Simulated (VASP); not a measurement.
Runs of VASP 6.6.1 on Mg. The structure is that of space group Fd-3m (No. 227), or close to it. The cells are those of the table. This isn't the form of Mg at room conditions, which is hcp.

| task | cell | gap on the mesh (eV) | pressure (GPa) |
| --- | --- | --- | --- |
| relaxation of cell and atoms | relaxed to 60 GPa from a = 4.405 Å, angles 60.0°, 2 atoms | none | 60.0 |
| single point | a = 3.967 Å, angles 60.0°, 2 atoms | none | 20.3 |
| relaxation of cell and atoms | relaxed from a = 4.405 Å, angles 60.0°, 2 atoms | none | 0.0 |
| single point | a = 3.524 Å, angles 60.0°, 2 atoms | none | 60.5 |
| relaxation of cell and atoms | relaxed to 20 GPa from a = 4.405 Å, angles 60.0°, 2 atoms | none | 20.1 |
| single point | a = 3.693 Å, angles 60.0°, 2 atoms | none | (a) |
| single point | a = 4.801 Å, angles 60.0°, 2 atoms | none | 0.0 |
| relaxation of cell and atoms | relaxed to 40 GPa from a = 4.405 Å, angles 60.0°, 2 atoms | none | 40.0 |

Alike in all rows: level PBEsol; potentials or basis VASP PAW PBE potentials, release 64 (Mg); no spin polarisation; k mesh 7 × 7 × 7; cutoff (eV) 600; smearing fermi-dirac 0.1 eV.

Problem. Fill in the values left out.

Solution. (a) 40.5.

Caveats: the PAW data sets were made with another functional, which shifts forces and pressure a little; the cell is relaxed towards a set pressure, so the run minimises the enthalpy, not the energy (at least some runs); the cell stands under pressure (at least some runs).

A gap of «none» marks levels without a gap at the run's occupations.
